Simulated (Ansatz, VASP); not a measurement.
Two plane-wave programs on Li3H2

Contents of INCAR:

```
ALGO     = Normal         # electronic algorithm
EDIFF    = 1E-6           # SCF threshold, eV
EDIFFG   = -0.01          # ionic threshold
ENCUT    = 600            # plane-wave cutoff, eV
GGA      = PE             # functional
IBRION   = 2              # ionic algorithm
ISIF     = 3              # what is computed and relaxed
ISMEAR   = 0              # smearing method
LASPH    = T              # aspherical terms in the spheres
LCHARG   = F              # write CHGCAR
LREAL    = F              # projectors in reciprocal space
LWAVE    = F              # write WAVECAR
NELM     = 100            # most SCF steps
NSW      = 100            # ionic steps
PREC     = Accurate       # precision mode
SIGMA    = 0.1            # smearing width, eV
```

KPOINTS

```
k-points
0
Gamma
  6 6 12
```

Contents of POSCAR:

```
Li3H2
1.0
    4.8870403766      0.0000000000      0.0000000000
   -2.4435201883      4.2323011155      0.0000000000
    0.0000000000      0.0000000000      2.5542498795
Li H
3 2
Direct
    0.6204183581      0.6204183581      0.0000000000
    0.3795816419      0.0000000000      0.0000000000
    0.0000000000      0.3795816419      0.0000000000
    0.6666666667      0.3333333333      0.5000000000
    0.3333333333      0.6666666667      0.5000000000
```

Input for Ansatz:

```yaml
crystal:
  lattice:
    - [4.8870403766, 0.0, 0.0]
    - [-2.4435201883, 4.2323011155, 0.0]
    - [0.0, 0.0, 2.5542498795]
  atoms:
    - { symbol: Li, position: [0.6204183581, 0.6204183581, 0.0] }
    - { symbol: Li, position: [0.3795816419, 0.0, 0.0] }
    - { symbol: Li, position: [0.0, 0.3795816419, 0.0] }
    - { symbol: H, position: [0.6666666667, 0.3333333333, 0.5] }
    - { symbol: H, position: [0.3333333333, 0.6666666667, 0.5] }
basis:
  ecutwfc: 420
kpoints:
  mp_grid: { grid: [6, 6, 12] }
hamiltonian:
  xc: pbe
scf:
  occupations: { method: gaussian, width: 0.1 }
output:
  forces: true
  stress: true
  eigenvalues: true
relax:
  adjacent_minimum: "off"
  f_tol: 0.01
  max_steps: 80
  cell: { stress_tol: 0.05 }
```

Alike in both runs: task relaxation of cell and atoms; functional PBE; k mesh 6 × 6 × 12; occupations gaussian, width 0.1 eV; no spin polarisation.

|  | VASP | Ansatz |
| --- | --- | --- |
| version | VASP 6.6.1 | Ansatz 0.2.0 |
| potentials or method | VASP PAW PBE potentials, release 64 (Li_sv, H), cutoff 600 eV | scalar-relativistic, plane waves, PAW |
| valence electrons in the cell | 11 | 11 |

|  | VASP | Ansatz | Ansatz less VASP |
| --- | --- | --- | --- |
| gap on the k mesh at the Fermi level, each at its own relaxed structure (eV) | none | none | - |
| relaxed volume (Å³/atom) | 10.51 | 10.58 | +0.071 |
| relaxed cell length with the largest relative difference (Å) | 4.902 | 4.914 | +0.0129 |

A gap of «none» marks a metal or a gap that the smearing closes.

Noted on VASP's run: the cutoff is short for stress, so the pressure is rough.
